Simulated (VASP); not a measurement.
Input of a VASP 6.6.1 run:

INCAR

```
SYSTEM = WS2
ALGO = Normal
EDIFF = 1E-6
ENCUT = 520
GGA = PS
ISIF = 2
ISMEAR = 0
IVDW = 12
LASPH = .True.
LCHARG = .True.
LELF = .True.
LREAL = .False.
LVHAR = .True.
LWAVE = .False.
NBANDS = 20
NELM = 80
PREC = Accurate
SIGMA = 0.05
```

Contents of KPOINTS:

```
k-points
0
Gamma
  12 12 2
  0 0 0
```

POSCAR

```
WS2
1.0
    3.1039284463      0.0000000000      0.0000000000
   -1.5519642231      2.6880808860      0.0000000000
    0.0000000000      0.0000000000     16.1030489955
W S
1 2
Direct
    0.3333333333      0.6666666667      0.0000000000
    0.6666666667      0.3333333333      0.9079994900
    0.6666666667      0.3333333333      0.0920005100
```

Potentials or basis: VASP PAW PBE potentials, release 64 (W_sv, S).

The run is started by

```console
$ cat potpaw_PBE.64/W_sv/POTCAR potpaw_PBE.64/S/POTCAR > POTCAR
$ mpirun -np 1 vasp_std > vasp.out
```

(1) What does it give for the dispersion energy per atom?

(2) Predict the largest force.

(3) Predict the band gap on the k mesh.

## Answers

(1) -0.260 eV.

(2) 2.350 eV/Å.

(3) 1.64 eV, indirect (least direct gap 1.84 eV).

Caveat: the cell differs from its parent crystal (strain -0.025 along x and y, -0.050 along z); the PAW data sets were made with another functional, which shifts forces and pressure a little; spin-orbit coupling is left out, which moves the levels of the heavy elements.
